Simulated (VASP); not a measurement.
Here is a VASP 6.6.1 calculation.

File INCAR:

```
SYSTEM = In
ALGO = Normal
EDIFF = 1E-7
EDIFFG = -0.03
ENCUT = 600
GGA = PS
IBRION = 2
ISIF = 3
ISMEAR = 0
LASPH = .True.
LCHARG = .False.
LREAL = .False.
LWAVE = .False.
NELM = 100
NSW = 80
PREC = Accurate
PSTRESS = 200.0
SIGMA = 0.1
```

Contents of KPOINTS:

```
k-points
0
Gamma
  13 13 13
  0 0 0
```

File POSCAR:

```
In
1.0
    3.0600000000      0.0000000000      0.0000000000
    0.0000000000      3.0600000000      0.0000000000
    0.0000000000      0.0000000000      3.0600000000
In
1
Direct
    0.0000000000      0.0000000000      0.0000000000
```

Potentials or basis: VASP PAW PBE potentials, release 64 (In_d).

Launch:

```bash
$ cat potpaw_PBE.64/In_d/POTCAR > POTCAR
$ mpirun -np 1 vasp_std > vasp.out
```

(1) Predict the space group after relaxing (to 0.05 Å).

(2) Estimate the relaxed volume.

(3) Estimate the relaxed cell.

Results:

(1) Pm-3m (No. 221).

(2) 21.14 Å³/atom.

(3) a = 2.765 Å, b = 2.765 Å, c = 2.765 Å, α = 90.00°, β = 90.00°, γ = 90.00°.

Caveat: the cell is relaxed towards a set pressure, so the enthalpy falls and the energy may rise; the volume moved by over 15 % at a fixed basis, so the end points are rough; the PAW data sets were made with another functional, which shifts forces and pressure a little.
